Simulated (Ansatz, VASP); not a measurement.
## One calculation of TaN, two programs

```
Ta N
1.0
     0.27712    2.35553    2.35553
     2.35553    0.27712    2.35553
     2.35553    2.35553    0.27712
Ta N
1 1
Direct
  0.50000 0.50000 0.50000
  0.00000 0.00000 0.00000
```

Alike in both runs: task single point; functional PBE; k mesh 26 × 26 × 26; occupations gaussian, width 0.15 eV; no spin polarisation.

|  | VASP | Ansatz |
| --- | --- | --- |
| version | VASP 6.6.1 | Ansatz 0.2.0 |
| potentials or method | VASP PAW PBE potentials, release 64 (Ta_pv, N), cutoff 520 eV | scalar-relativistic, plane waves, PAW |
| valence electrons in the cell | 16 | 18 |

|  | VASP | Ansatz | Ansatz less VASP |
| --- | --- | --- | --- |
| gap on the k mesh at the Fermi level (eV) | none | none | - |
| pressure (GPa) | 2.4 | 1.6 | -0.78 |
| traceless stress, the component that is largest in VASP (GPa) | -5.89 | -5.93 | -0.037 |

A gap of «none» marks a metal or a gap that the smearing closes. The functional is the same, so the differences come from potentials, cutoffs and numerics. VASP's potentials hold 16 valence electrons a cell and Ansatz's 18, so a difference there can come from the potentials and not from the codes.

Neither program's run includes spin-orbit coupling.
